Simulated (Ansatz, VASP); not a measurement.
Ti in VASP and in Ansatz

```
Ti
1.0
     0.00000    2.00949    2.00949
     2.00949    0.00000    2.00949
     2.00949    2.00949    0.00000
Ti
1
Direct
  0.00000 0.00000 0.00000
```

Change from the starting cell: volume scaled by 0.97, PAW files.

Alike in both runs: task electric field gradients; functional PBE; k mesh 15 × 15 × 15; occupations fermi-dirac, width 0.05 eV; no spin polarisation.

```csv
,VASP,Ansatz
version,VASP 6.6.1,Ansatz 0.2.0
potentials or method,"VASP PAW PBE potentials, release 64 (Ti_sv)","PAW with Ansatz's default frozen-core files, scalar-relativistic"
plane-wave cutoff (eV),520,420
valence electrons in the cell,12,12
```

|  | VASP | Ansatz | Ansatz less VASP |
| --- | --- | --- | --- |
| pressure (GPa) | 8.0 | 8.4 | +0.38 |

The functional is the same, so the differences come from potentials, cutoffs and numerics.
